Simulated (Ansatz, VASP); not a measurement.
## Two plane-wave programs on HfN

```
CELL_PARAMETERS angstrom
0.00000 2.45482 2.45482
2.45482 0.00000 2.45482
2.45482 2.45482 0.00000
ATOMIC_POSITIONS crystal
Hf 0.00000 0.00000 0.00000
N 0.25000 0.25000 0.25000
```

Alike in both runs: functional HSE06; k mesh 5 × 5 × 5; occupations fermi-dirac, width 0.05 eV; no spin polarisation.

|  | VASP | Ansatz |
| --- | --- | --- |
| version | VASP 6.6.1 | Ansatz 0.2.0 |
| potentials or method | VASP PAW PBE potentials, release 64 (Hf_pv, N) | Ansatz PAW |
| plane-wave cutoff (eV) | 520 | 420 |
| valence electrons in the cell | 15 | 31 |
| task | single point | band structure |

VASP gave:

```
gap on the k mesh at the Fermi level (eV) : none
pressure (GPa)                            : -4.1
```

Question: What did Ansatz give for the same quantities?

Answer: gap on the k mesh at the Fermi level (eV): none; pressure (GPa): -1.5.

A gap of «none» marks a metal or a gap that the smearing closes. With one functional, cell and mesh, what is left measures potentials, basis and numerics. VASP's potentials hold 15 valence electrons a cell and Ansatz's 31, so a difference there can come from the potentials and not from the codes.

The k mesh is coarse, so the values compare programs but aren't converged. Spin-orbit coupling is off throughout.
